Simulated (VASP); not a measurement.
# CdSe (P6_3mc) in VASP: a run that goes wrong, beside a sound one

A flawed run on CdSe and a sound one for comparison.

Program: VASP 6.6.1. These are calculated values, not measurements. Logs are shortened: lines on timing, memory, paths and dates and some standing lists are left out, and cuts for length are marked.

## Step 1: The cell of the first run

It takes space group P6_3mc (No. 186, hexagonal). The conventional cell has a = 4.300 Å, b = 4.300 Å, c = 7.020 Å, α = 90.00°, β = 90.00°, γ = 120.00°. Within 3.4 Å of Cd (site symmetry 3m) lie 4 Se at 2.61 to 2.70 Å. Se (site symmetry 3m) has 4 Cd at 2.61 to 2.70 Å within 3.4 Å.

## Step 2: A run with an altered input

The input, INCAR:

```
  ISMEAR = -5
  SIGMA = 0.03
  LWAVE = T
  LCHARG = F
  NBANDS = 32
  PREC = Accurate
  LASPH = T
  LREAL = F
  ALGO = Normal
  EDIFF = 1E-6
  NELM = 85
  GGA_COMPAT = F
  ENCUT = 320
  EFERMI = MIDGAP
  GGA = PE
```

The input, KPOINTS:

```
Automatic mesh
0
Gamma
  1 1 1
  0 0 0
```

The input, POSCAR:

```
CdSe
1.0
    4.3000000000      0.0000000000      0.0000000000
   -2.1500000000      3.7239092363      0.0000000000
    0.0000000000      0.0000000000      7.0200000000
Cd Se
2 2
Direct
    0.6666666667      0.3333333333      0.5000000000
    0.3333333333      0.6666666667      0.0000000000
    0.6666666667      0.3333333333      0.8850000000
    0.3333333333      0.6666666667      0.3850000000
```

Potentials or basis: VASP PAW PBE potentials, release 64 (Cd, Se).

On the command line:

```console
cat potpaw_PBE.64/Cd/POTCAR potpaw_PBE.64/Se/POTCAR > POTCAR
mpirun -np 1 vasp_std > vasp.out
```

OUTCAR:

```text
ISMEAR = -5
   PREC = Accurate
   LASPH = T
   LREAL = F
   EDIFF = 1E-6
   NELM = 85
   ENCUT = 320
   EFERMI = MIDGAP
   GGA = PE

|       ---->  I REFUSE TO CONTINUE WITH THIS SICK JOB ... BYE!!! <----       |
|                                                                             |
 -----------------------------------------------------------------------------
```

On the terminal:

```text
POSCAR found type information on POSCAR CdSe
 POSCAR found :  2 types and       4 ions
[... 17 lines left out ...]

1
```

stdout:

```text
POSCAR found type information on POSCAR CdSe
 POSCAR found :  2 types and       4 ions
 scaLAPACK will be used
 LDA part: xc-table for (Slater+PW92), standard interpolation
 -----------------------------------------------------------------------------
|                                                                             |
|     EEEEEEE  RRRRRR   RRRRRR   OOOOOOO  RRRRRR      ###     ###     ###     |
|     E        R     R  R     R  O     O  R     R     ###     ###     ###     |
|     E        R     R  R     R  O     O  R     R     ###     ###     ###     |
|     EEEEE    RRRRRR   RRRRRR   O     O  RRRRRR       #       #       #      |
|     E        R   R    R   R    O     O  R   R                               |
|     E        R    R   R    R   O     O  R    R      ###     ###     ###     |
|     EEEEEEE  R     R  R     R  OOOOOOO  R     R     ###     ###     ###     |
|                                                                             |
|     IBZKPT: tetrahedron method fails for NKPT<4. NKPT = 1                   |
|                                                                             |
|       ---->  I REFUSE TO CONTINUE WITH THIS SICK JOB ... BYE!!! <----       |
|                                                                             |
 -----------------------------------------------------------------------------

1
```

Run time: 0.8 s. Hardware: 1 thread of Intel Xeon Platinum 8488C (Sapphire Rapids), shared host.

The program refused the input. The fault, put in on purpose: tetrahedra on too few k points (ISMEAR = -5; KPAR = left out; k = 1 × 1 × 1).

## Step 3: Band structure, TB-mBJ

POSCAR is that of step 2.

The input, INCAR.step1:

```
  ISMEAR = 0
  SIGMA = 0.03
  LWAVE = T
  LCHARG = F
  NBANDS = 32
  PREC = Accurate
  LASPH = T
  LREAL = F
  ALGO = Normal
  EDIFF = 1E-7
  NELM = 120
  GGA_COMPAT = F
  ENCUT = 550
  EFERMI = MIDGAP
  GGA = PE
```

The input, INCAR.step2:

```
  METAGGA = MBJ
  ISMEAR = 0
  SIGMA = 0.03
  LWAVE = F
  LCHARG = F
  NBANDS = 32
  PREC = Accurate
  LASPH = T
  LREAL = F
  ALGO = Normal
  EDIFF = 1E-7
  NELM = 120
  GGA_COMPAT = F
  ENCUT = 550
  EFERMI = MIDGAP
  LMIXTAU = T
  ISTART = 1
```

The input, KPOINTS:

```
Automatic mesh
0
Gamma
  9 9 5
  0 0 0
```

The input, KPOINTS_OPT:

```
path GMKGALHA,LM,KH
32
line-mode
reciprocal
 0.0000000000  0.0000000000  0.0000000000  G
 0.5000000000  0.0000000000  0.0000000000  M

 0.5000000000  0.0000000000  0.0000000000  M
 0.3333333333  0.3333333333  0.0000000000  K

 0.3333333333  0.3333333333  0.0000000000  K
 0.0000000000  0.0000000000  0.0000000000  G

 0.0000000000  0.0000000000  0.0000000000  G
 0.0000000000  0.0000000000  0.5000000000  A

 0.0000000000  0.0000000000  0.5000000000  A
 0.5000000000  0.0000000000  0.5000000000  L

 0.5000000000  0.0000000000  0.5000000000  L
 0.3333333333  0.3333333333  0.5000000000  H

 0.3333333333  0.3333333333  0.5000000000  H
 0.0000000000  0.0000000000  0.5000000000  A

 0.5000000000  0.0000000000  0.5000000000  L
 0.5000000000  0.0000000000  0.0000000000  M

 0.3333333333  0.3333333333  0.0000000000  K
 0.3333333333  0.3333333333  0.5000000000  H
```

Potentials or basis: VASP PAW PBE potentials, release 64 (Cd, Se).

On the command line:

```console
cat potpaw_PBE.64/Cd/POTCAR potpaw_PBE.64/Se/POTCAR > POTCAR
cp INCAR.step1 INCAR
mpirun -np 1 vasp_std > vasp.out
cp INCAR.step2 INCAR
mpirun -np 1 vasp_std > vasp.out
```

Wall time 16 min (1 thread of Intel Xeon Platinum 8488C (Sapphire Rapids), shared host); peak memory 0.42 GiB.

It converged, with:

- Band gap on the k mesh: 2.04 eV
- Band gap along the path: 2.04 eV

Levels at the corners of the path, in eV from the valence-band top:
```
point  band 16  band 17  band 18  band 19  band 20  band 21
    Γ    -0.02     0.00     0.00     2.04     3.25     6.72
    M    -1.66    -1.08    -0.74     4.22     4.26     5.63
    M    -1.66    -1.08    -0.74     4.22     4.26     5.63
    K    -1.60    -1.60    -1.58     5.30     5.61     5.61
    K    -1.60    -1.60    -1.58     5.30     5.61     5.61
    Γ    -0.02     0.00     0.00     2.04     3.25     6.72
    Γ    -0.02     0.00     0.00     2.04     3.25     6.72
    A    -0.33    -0.33    -0.33     3.44     3.44     6.73
    A    -0.33    -0.33    -0.33     3.44     3.44     6.73
    L    -1.23    -1.16    -1.16     4.03     4.03     5.60
    L    -1.23    -1.16    -1.16     4.03     4.03     5.60
    H    -2.20    -0.96    -0.96     4.75     4.75     6.79
    H    -2.20    -0.96    -0.96     4.75     4.75     6.79
    A    -0.33    -0.33    -0.33     3.44     3.44     6.73
    L    -1.23    -1.16    -1.16     4.03     4.03     5.60
    M    -1.66    -1.08    -0.74     4.22     4.26     5.63
    K    -1.60    -1.60    -1.58     5.30     5.61     5.61
    H    -2.20    -0.96    -0.96     4.75     4.75     6.79
```
